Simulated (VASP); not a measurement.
Runs of VASP 6.6.1 on TePb. The structure is that of space group Fm-3m (No. 225), or close to it. The cells are those of the table. 

```csv
cell,pressure (GPa)
"a = 4.476 Å, angles 60.0°, 2 atoms",(b)
"a = 4.569 Å, angles 60.0°, 2 atoms",-0.3
"a = 4.523 Å, angles 60.0°, 2 atoms",1.0
"a = 4.659 Å, angles 60.0°, 2 atoms",(a)
"a = 4.615 Å, angles 60.0°, 2 atoms",-1.6
```

Alike in all rows: task single point; level PBEsol; potentials or basis VASP PAW PBE potentials, release 64 (Pb_d, Te); no spin polarisation; k mesh 11 × 11 × 11; cutoff (eV) 520; smearing gaussian 0.02 eV.

Q: Estimate the missing entries.

A: (a) -2.6; (b) 2.6.

Caveats: the PAW data sets were made with another functional, which shifts forces and pressure a little.
